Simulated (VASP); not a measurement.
A run of VASP 6.6.1 is set up as follows.

Contents of INCAR:

```
  PREC = Accurate
  ENCUT = 520
  EDIFF = 1E-6
  ISMEAR = 0
  SIGMA = 0.05
  LREAL = F
  LASPH = T
  NELM = 80
  ALGO = Normal
  ISIF = 2
  LWAVE = F
  LCHARG = F
  GGA = PE
  ISYM = 0
  NBANDS = 16
```

Contents of KPOINTS:

```
Automatic mesh
0
Gamma
  12 12 10
```

POSCAR

```
C
1.0
    0.0000000000     -1.7857375322     -1.7857375322
   -1.7857375322      0.0000000000     -1.7857375322
    1.7857375322      1.7857375322     -3.5714750644
C
4
Direct
    0.7225660668      0.7637169587      0.7500000158
    0.2774339332      0.2362830413      0.2499999842
    0.3475660668      0.3887169587      0.8750000158
    0.9024339332      0.8612830413      0.3749999842
```

Potentials or basis: VASP PAW PBE potentials, release 64 (C).

Run with:

```console
$ cat potpaw_PBE.64/C/POTCAR > POTCAR
$ mpirun -np 1 vasp_std > vasp.out
```

What does it give for the pressure?

0.5 GPa.

Estimate the band gap on the k mesh.

4.07 eV.

Estimate the largest force.

0.801 eV/Å.

Stress tensor (GPa, compression positive):
```
 0.96  0.28  0.18
 0.28 -0.27 -0.29
 0.18 -0.29  0.96
```

Caveat: the cell differs from its parent crystal (atoms displaced along a vibrational mode). A k mesh can miss the band edges.
